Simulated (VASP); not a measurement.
A run of VASP 6.6.1:

INCAR

```
SYSTEM = HgTe
  PREC = Accurate
  ENCUT = 600
  EDIFF = 1E-6
  ISMEAR = -1
  SIGMA = 0.05
  LREAL = .False.
  LASPH = .True.
  NELM = 60
  ALGO = Normal
  ISIF = 3
  LWAVE = .False.
  LCHARG = .False.
  GGA = PS
  IBRION = 2
  NSW = 60
  EDIFFG = -0.005
```

Contents of KPOINTS:

```
regular mesh
0
Gamma
  12 12 12
  0 0 0
```

Contents of POSCAR:

```
HgTe
1.0
    0.0000000000      3.1072325060      3.1072325060
    3.1072325060      0.0000000000      3.1072325060
    3.1072325060      3.1072325060      0.0000000000
Hg Te
1 1
Direct
    0.0000000000      0.0000000000      0.0000000000
    0.2500000000      0.2500000000      0.2500000000
```

Potentials or basis: VASP PAW PBE potentials, release 64 (Hg, Te).

Launch:

```console
$ cat potpaw_PBE.64/Hg/POTCAR potpaw_PBE.64/Te/POTCAR > POTCAR
$ mpirun -np 1 vasp_std > vasp.out
```

Hardware: 1 thread of Intel Xeon 8259CL, on a shared host.

Question: How long does it take, and how much memory?

Answer: Wall time 2.8 min on 1 thread of Intel Xeon 8259CL (shared host), peak memory 0.27 GiB. Counts: scf iterations 34, k points 72, ion steps 3.
